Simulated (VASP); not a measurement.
Crystal: Ti.

```xyz
4
Lattice="2.9229 0.0000 0.0000 -1.4615 2.5313 0.0000 0.0000 0.0000 9.5463" Properties=species:S:1:pos:R:3 pbc="T T T"
Ti    0.0000    0.0000    0.0000
Ti    0.0000    0.0000    4.7732
Ti    0.0000    1.6876    2.3866
Ti    1.4615    0.8438    7.1597
```

* Program: VASP 6.6.1
* Task: relaxation of cell and atoms
* Functional: PBE
* Potentials or basis: VASP PAW PBE potentials, release 64 (Ti_sv)
* Cutoff: 600 eV
* k mesh: 12 × 12 × 4
* Occupations: fermi-dirac, width 0.1 eV
* Spin: no spin polarisation

At the start: pressure -1.2 GPa; volume 17.66 Å³/atom.

**Question.** Where does the relaxation end?

**Answer.** Over 5 steps the energy falls by 2.5 meV/atom and the volume is 17.46 Å³/atom (-1.2 %); space group P6_3/mmc (No. 194, to 0.1 Å) before and after.

Step by step:
```
step  energy change (eV)  largest force (eV/Å)  pressure (GPa)  volume (Å³)
   1              0.0000                0.0000           -1.19        70.63
   2             -0.0073                0.0000            0.87        69.29
   3             -0.0076                0.0000            0.49        69.51
   4             -0.0099                0.0000            0.10        69.76
   5             -0.0100                0.0000            0.04        69.82
```

Final structure:
```
CELL_PARAMETERS angstrom
2.93154 0.00000 0.00000
-1.46577 2.53878 0.00000
0.00000 0.00000 9.38124
ATOMIC_POSITIONS crystal
Ti 0.00000 0.00000 0.00000
Ti 0.00000 0.00000 0.50000
Ti 0.33333 0.66667 0.25000
Ti 0.66667 0.33333 0.75000
```

Caveat: the highest band is partly filled, so the run has too few bands.
